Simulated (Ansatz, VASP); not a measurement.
One calculation of La, two programs

```
La
1.0
    -2.02310    2.02310    2.02310
     2.02310   -2.02310    2.02310
     2.02310    2.02310   -2.02310
La
1
Direct
  0.00000 0.00000 0.00000
```

Alike in both runs: task single point; functional LDA; k mesh 15 × 15 × 15; occupations fermi-dirac, width 0.08 eV; no spin polarisation.

|  | VASP | Ansatz |
| --- | --- | --- |
| version | VASP 6.6.1 | Ansatz 0.2.0 |
| potentials or method | VASP PAW LDA potentials, release 64 (La) | PAW with other files of Ansatz's library (level accurate), scalar-relativistic |
| plane-wave cutoff (eV) | 500 | 640 |
| valence electrons in the cell | 11 | 11 |

VASP gave:

```
pressure (GPa) : -0.1
```

Task: Which values does Ansatz return?

Result: Pressure (GPa): 0.0.

LDA's correlation is that of Perdew and Zunger in VASP and of Perdew and Wang (1992) in Ansatz.

Spin-orbit coupling is off throughout.
